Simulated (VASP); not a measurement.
# Ga3O2 (P4/mmm) in VASP: notebook

The runs below take Ga3O2 through single point, with PBE.

All numbers are computed with VASP 6.6.1; they aren't measurements. Logs are shortened: lines on timing, memory, paths and dates and some standing lists are left out, and cuts for length are marked.

## 1. The cell of the first run

Symmetry: P4/mmm, No. 123, tetragonal system. The conventional cell has a = 3.618 Å, b = 3.618 Å, c = 6.633 Å, α = 90.00°, β = 90.00°, γ = 90.00°. Ga (site symmetry 4/mmm) has 4 O at 1.81 Å within 2.4 Å. Ga (site symmetry 4mm) has 4 O at 2.48 Å and 10 Ga at 3.07 to 3.62 Å within 3.7 Å. O (site symmetry mmm) has 6 Ga at 1.81 to 2.48 Å and 4 O at 2.56 Å within 2.6 Å.

The cell was generated, and may not be a known phase.

## 2. Single point, PBE

Input file INCAR:

```
PREC = Accurate
ENCUT = 520
EDIFF = 1E-6
ISMEAR = 0
SIGMA = 0.1
LREAL = False
LASPH = True
NELM = 100
ALGO = Normal
ISIF = 2
LWAVE = False
LCHARG = False
GGA = PE
NBANDS = 34
```

Input file KPOINTS:

```
Automatic mesh
0
Gamma
  6 6 4
```

Input file POSCAR:

```
Ga3O2
1.0
    3.6176793000      0.0000000000      0.0000000000
    0.0000000000      3.6176793000      0.0000000000
    0.0000000000      0.0000000000      6.6330169600
Ga O
3 2
Direct
    0.5000000000      0.5000000000      0.5000000000
    0.0000000000      0.0000000000      0.2436423800
    0.0000000000      0.0000000000      0.7563576200
    0.0000000000      0.5000000000      0.5000000000
    0.5000000000      0.0000000000      0.5000000000
```

Potentials or basis: VASP PAW PBE potentials, release 64 (Ga_d, O).

On the command line:

```
$ cat potpaw_PBE.64/Ga_d/POTCAR potpaw_PBE.64/O/POTCAR > POTCAR
$ mpirun -np 1 vasp_std > vasp.out
```

OUTCAR:

```text
PREC = Accurate
   ENCUT = 520
   EDIFF = 1E-6
   ISMEAR = 0
   LREAL = False
   LASPH = True
   NELM = 100
   ISIF = 2
   GGA = PE

 ion  position               nearest neighbor table
   1  0.500  0.500  0.500-   4 1.81   5 1.81   5 1.81   4 1.81
   2  0.000  0.000  0.244-
   3  0.000  0.000  0.756-
   4  0.000  0.500  0.500-   1 1.81   1 1.81
   5  0.500  0.000  0.500-   1 1.81   1 1.81

  LATTYP: Found a simple tetragonal cell.
 ALAT       =     3.6176793000
 C/A-ratio  =     1.8335005427

  Lattice vectors:

 A1 = (   3.6176793000,   0.0000000000,   0.0000000000)
 A2 = (   0.0000000000,   3.6176793000,   0.0000000000)
 A3 = (   0.0000000000,   0.0000000000,   6.6330169600)

Analysis of symmetry for initial positions (statically):
=====================================================================
 Subroutine PRICEL returns:
 Original cell was already a primitive cell.

 Routine SETGRP: Setting up the symmetry group for a
 simple tetragonal supercell.

 Subroutine GETGRP returns: Found 16 space group operations
 (whereof 16 operations were pure point group operations)
 out of a pool of 16 trial point group operations.

The static configuration has the point symmetry D_4h.

Analysis of symmetry for dynamics (positions and initial velocities):
=====================================================================
 Subroutine PRICEL returns:
 Original cell was already a primitive cell.

 Routine SETGRP: Setting up the symmetry group for a
 simple tetragonal supercell.

 Subroutine GETGRP returns: Found 16 space group operations
 (whereof 16 operations were pure point group operations)
 out of a pool of 16 trial point group operations.

The dynamic configuration has the point symmetry D_4h.

 Subroutine INISYM returns: Found 16 space group operations
 (whereof 16 operations are pure point group operations),
 and found     1 'primitive' translations

----------------------------------------------------------------------------------------

                                     Primitive cell

  volume of cell :      86.8103

  direct lattice vectors                    reciprocal lattice vectors
     3.617679300  0.000000000  0.000000000     0.276420301  0.000000000  0.000000000
     0.000000000  3.617679300  0.000000000     0.000000000  0.276420301  0.000000000
     0.000000000  0.000000000  6.633016960     0.000000000  0.000000000  0.150760959

  length of vectors
     3.617679300  3.617679300  6.633016960     0.276420301  0.276420301  0.150760959

  position of ions in fractional coordinates (direct lattice)
     0.500000000  0.500000000  0.500000000
     0.000000000  0.000000000  0.243642380
     0.000000000  0.000000000  0.756357620
     0.000000000  0.500000000  0.500000000
     0.500000000  0.000000000  0.500000000

  ion indices of the primitive-cell ions
   primitive index   ion index
                 1           1
                 2           2
                 3           3
                 4           4
                 5           5

----------------------------------------------------------------------------------------

 KPOINTS: Automatic mesh

Automatic generation of k-mesh.
 Grid dimensions read from file:
 generate k-points for:    6    6    4

 Generating k-lattice:

  Cartesian coordinates                     Fractional coordinates (reciprocal lattice)
     0.046070050  0.000000000  0.000000000     0.166666667  0.000000000  0.000000000
     0.000000000  0.046070050  0.000000000     0.000000000  0.166666667  0.000000000
     0.000000000  0.000000000  0.037690240     0.000000000  0.000000000  0.250000000

  Length of vectors
     0.046070050  0.046070050  0.037690240

  Shift w.r.t. Gamma in fractional coordinates (k-lattice)
     0.000000000  0.000000000  0.000000000

 Subroutine IBZKPT returns following result:
 ===========================================

 Found     30 irreducible k-points:

 Following reciprocal coordinates:
            Coordinates               Weight
  0.000000  0.000000  0.000000      1.000000
  0.166667  0.000000  0.000000      4.000000
  0.333333  0.000000  0.000000      4.000000
  0.500000  0.000000  0.000000      2.000000
  0.166667  0.166667  0.000000      4.000000
  0.333333  0.166667  0.000000      8.000000
[... 16 lines left out ...]
  0.333333  0.000000  0.500000      4.000000
  0.500000  0.000000  0.500000      2.000000
 [... further k-points ...]
   k-points           NKPTS =     30   k-points in BZ     NKDIM =     30   number of bands    NBANDS=     34
   number of dos      NEDOS =    301   number of ions     NIONS =      5
   total plane-waves  NPLWV =  39200
   dimension x,y,z NGX =    28 NGY =   28 NGZ =   50
   dimension x,y,z NGXF=    56 NGYF=   56 NGZF=  100
   ions per type =               3   2
   NGX,Y,Z   is equivalent  to a cutoff of  12.87, 12.87, 12.53 a.u.
   NGXF,Y,Z  is equivalent  to a cutoff of  25.73, 25.73, 25.06 a.u.
 SYSTEM =  unknown system
   PREC   = accura    normal or accurate (medium, high low for compatibility)
   ISTART =      0    job   : 0-new  1-cont  2-samecut
   ICHARG =      2    charge: 1-file 2-atom 10-const
   ISPIN  =      1    spin polarized calculation?
   LNONCOLLINEAR =      F non collinear calculations
   LSORBIT =      F    spin-orbit coupling
   LASPH  =      T    aspherical Exc in radial PAW
   ENCUT  =  520.0 eV  38.22 Ry    6.18 a.u.   6.73  6.73 12.33*2*pi/ulx,y,z
   NELM   =    100;   NELMIN=  2; NELMDL= -5     # of ELM steps
   EDIFF  = 0.1E-05   stopping-criterion for ELM
   LREAL  =      F    real-space projection
   EDIFFG = 0.1E-04   stopping-criterion for IOM
   NSW    =      0    number of steps for IOM
   IBRION =     -1    ionic relax: 0-MD 1-quasi-New 2-CG
   NFREE  =      0    steps in history (QN), initial steepest desc. (CG)
   ISIF   =      2    stress and relaxation
   ISYM   =      2    0-nonsym 1-usesym 2-fastsym
   POTIM  = 0.5000    time-step for ionic-motion
   TEBEG  =    0.0;   TEEND  =   0.0 temperature during run
   PSTRESS=    0.0 pullay stress
   NELECT =      51.0000    total number of electrons
   NUPDOWN=      -1.0000    fix difference up-down
   EMIN   =  10.00;   EMAX   =-10.00  energy-range for DOS
   EFERMI =   0.00;   METHOD = LEGACY
   ISMEAR =     0;   SIGMA  =   0.10  broadening in eV -4-tet -1-fermi 0-gaus
   EFERMI_NEDOS =   21; number of points for ismear=-14 and -15
   IALGO  =     38    algorithm
   IMIX   =      4    mixing-type and parameters
     AMIX     =   0.40;   BMIX     =  1.00
     AMIX_MAG =   1.60;   BMIX_MAG =  1.00
  volume/ion in A,a.u.               =      17.36       117.16
  Fermi-wavevector in a.u.,A,eV,Ry     =   1.371117  2.591035 25.578429  1.879961
  Thomas-Fermi vector in A             =   2.496842
   LORBIT       =      0    0 simple, 1 ext, 2 COOP (PROOUT), +10 PAW based schemes
   GGA     = PE    functional components
   LHFCALC =     F    Hartree Fock is set to
   AEXX    =    0.0000 exact exchange contribution
   IVDW    =     0    specifies the selected vdW correction
   LEPSILON=     F    determine dielectric tensor
   LRPA    =     F    only Hartree local field effects (RPA)
 non-spin polarized calculation
 Gauss-broadening in eV      SIGMA  =   0.10
  energy-cutoff  :      520.00
  volume of cell :       86.81
 maximum number of plane-waves:      2372
 NGX is ok and might be reduce to    28
   NGX = 13   NGY = 13   NGZ = 25

 number of electron      50.9999990 magnetization

 Free energy of the ion-electron system (eV)
  ---------------------------------------------------
  ext. energy  EPLUGINS =         0.00000000
  ---------------------------------------------------
  free energy    TOTEN  =       -20.59878174 eV

  energy without entropy =      -20.58252598  energy(sigma->0) =      -20.59065386

 E-fermi :   4.3846     XC(G=0):  -9.7626

 val. band max:        4.3645208851   @ k =   0.5000   0.3333   0.5000
 cond. band min:       4.3877584821   @ k =   0.5000   0.5000   0.0000
 fundamental gap:      0.0232375970
 Fermi energy:         4.3845925219

 k-point     1 :       0.0000    0.0000    0.0000
  band No.  band energies     occupation
      1     -17.8728      2.00000
      2     -16.2716      2.00000
      3     -11.8221      2.00000
      4     -11.8221      2.00000
      5     -11.6373      2.00000
      6     -11.5817      2.00000
[... 26 lines left out ...]
     33      11.5186      0.00000
     34      11.8855      0.00000

 k-point     2 :       0.1667    0.0000    0.0000
  band No.  band energies     occupation
      1     -17.7038      2.00000
      2     -16.2671      2.00000
      3     -11.8481      2.00000
      4     -11.8225      2.00000
      5     -11.6882      2.00000
      6     -11.6099      2.00000
[... 26 lines left out ...]
     33      11.7323      0.00000
     34      12.2151      0.00000

 k-point     3 :       0.3333    0.0000    0.0000
  band No.  band energies     occupation
      1     -17.2988      2.00000
      2     -16.2773      2.00000
      3     -11.9746      2.00000
      4     -11.8988      2.00000
      5     -11.8234      2.00000
      6     -11.6637      2.00000
[... 26 lines left out ...]
     33      11.5221      0.00000
     34      12.1969      0.00000

 k-point     4 :       0.5000    0.0000    0.0000
  band No.  band energies     occupation
      1     -17.0350      2.00000
      2     -16.3095      2.00000
      3     -12.2816      2.00000
      4     -11.9236      2.00000
      5     -11.8239      2.00000
      6     -11.6895      2.00000
[... 26 lines left out ...]
     33      11.0626      0.00000
     34      12.3499      0.00000

 k-point     5 :       0.1667    0.1667    0.0000
  band No.  band energies     occupation
      1     -17.5336      2.00000
      2     -16.2565      2.00000
      3     -11.8487      2.00000
      4     -11.8478      2.00000
      5     -11.7246      2.00000
      6     -11.6375      2.00000
[... 621 lines left out ...]
 k-point    22 :       0.1667    0.0000    0.5000
  band No.  band energies     occupation
      1     -17.7034      2.00000
      2     -16.2671      2.00000
      3     -11.8482      2.00000
      4     -11.8226      2.00000
      5     -11.6876      2.00000
      6     -11.6097      2.00000
[... 26 lines left out ...]
     33      10.1231      0.00000
     34      12.5882      0.00000

 k-point    23 :       0.3333    0.0000    0.5000
  band No.  band energies     occupation
      1     -17.2987      2.00000
      2     -16.2772      2.00000
      3     -11.9743      2.00000
      4     -11.8990      2.00000
      5     -11.8235      2.00000
      6     -11.6634      2.00000
[... 26 lines left out ...]
     33      10.5385      0.00000
     34      12.9065      0.00000

 k-point    24 :       0.5000    0.0000    0.5000
  band No.  band energies     occupation
      1     -17.0350      2.00000
      2     -16.3091      2.00000
      3     -12.2815      2.00000
      4     -11.9238      2.00000
      5     -11.8239      2.00000
      6     -11.6891      2.00000
[... 26 lines left out ...]
     33      10.8289      0.00000
     34      13.8320      0.00000

 [... further k-points ...]

------------------------ aborting loop because EDIFF is reached ----------------------------------------

  FORCE on cell =-STRESS in cart. coord.  units (eV):
  Direction    XX          YY          ZZ          XY          YZ          ZX
  --------------------------------------------------------------------------------------
  -------------------------------------------------------------------------------------
  Total        9.5507893      9.5507893      3.3937930      0.0000000     -0.0000000     -0.0000000
  in kB      176.2700824    176.2700824     62.6360973      0.0000000     -0.0000000     -0.0000000
  external PRESSURE =     138.3920874 kB  Pullay stress =       0.0000000 kB

 VOLUME and BASIS-vectors are now :
 -----------------------------------------------------------------------------
  energy-cutoff  :      520.00
  volume of cell :       86.81
      direct lattice vectors                 reciprocal lattice vectors
     3.617679300  0.000000000  0.000000000     0.276420301  0.000000000  0.000000000
     0.000000000  3.617679300  0.000000000     0.000000000  0.276420301  0.000000000
     0.000000000  0.000000000  6.633016960     0.000000000  0.000000000  0.150760959

 POSITION                                       TOTAL-FORCE (eV/Angst)
 -----------------------------------------------------------------------------------
      1.80884      1.80884      3.31651         0.000000      0.000000      0.000000
      0.00000      0.00000      1.61608        -0.000000     -0.000000     -1.318675
      0.00000      0.00000      5.01693         0.000000     -0.000000      1.318675
      0.00000      1.80884      3.31651         0.000000      0.000000      0.000000
      1.80884      0.00000      3.31651         0.000000      0.000000      0.000000
 -----------------------------------------------------------------------------------
    total drift:                                0.000000      0.000000      0.000000

  FREE ENERGIE OF THE ION-ELECTRON SYSTEM (eV)
  ---------------------------------------------------
  free  energy   TOTEN  =       -20.5987817405 eV

  energy  without entropy=      -20.5825259754  energy(sigma->0) =      -20.59065386
```

Wall time 75 s (1 thread of Intel Xeon Platinum 8375C at 2.90GHz (Ice Lake), shared host); peak memory 0.22 GiB.

What came out:

```
Free energy            : -20.5988 eV
Pressure               : 13.8 GPa
Largest force          : 1.319 eV/Å
Band gap on the k mesh : zero (an odd number of electrons rules out a gap without spin polarisation)
```

Forces in eV/Å, atoms in the order of the input:
```
Ga   0.000  0.000  0.000
Ga   0.000  0.000 -1.319
Ga   0.000  0.000  1.319
O    0.000  0.000  0.000
O    0.000  0.000  0.000
```

Caveat: the stress differs along the axes, from 6 to 18 GPa; an odd number of electrons without spin polarisation forces a metal; a magnetic or distorted state may lie lower.

(Part 1 of 2 ends here.)

The gap in the log of VASP goes by the Fermi energy; the results here count the filled bands.